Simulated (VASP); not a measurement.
A run of VASP 6.6.1 is set up as follows.

INCAR

```
PREC     = Accurate       # precision mode
ENCUT    = 600            # plane-wave cutoff, eV
EDIFF    = 1E-7           # SCF threshold, eV
ISMEAR   = -1             # smearing method
SIGMA    = 0.08           # smearing width, eV
LREAL    = False          # projectors in reciprocal space
LASPH    = True           # aspherical terms in the spheres
NELM     = 80             # most SCF steps
ALGO     = Normal         # electronic algorithm
ISIF     = 3              # what is computed and relaxed
LWAVE    = False          # write WAVECAR
LCHARG   = False          # write CHGCAR
GGA      = PE             # functional
IBRION   = 2              # ionic algorithm
NSW      = 60             # ionic steps
EDIFFG   = -0.005         # ionic threshold
PSTRESS  = 7.1
```

KPOINTS

```
Automatic mesh
0
Gamma
  16 16 16
```

File POSCAR:

```
Ga
1.0
   -1.6799022261      1.6799022261      1.6799022261
    1.6799022261     -1.6799022261      1.6799022261
    1.6799022261      1.6799022261     -1.6799022261
Ga
1
Direct
    0.0000000000      0.0000000000      0.0000000000
```

Potentials or basis: VASP PAW PBE potentials, release 64 (Ga_d).

Command:

```console
$ cat potpaw_PBE.64/Ga_d/POTCAR > POTCAR
$ mpirun -np 1 vasp_std > vasp.out
```

(1) Predict the band gap on the k mesh.

Results:

(1) zero (an odd number of electrons rules out a gap without spin polarisation).

Caveat: the relaxation stopped at its first step, so nothing moved; the cell is relaxed towards a set pressure, so the run minimises the enthalpy, not the energy.
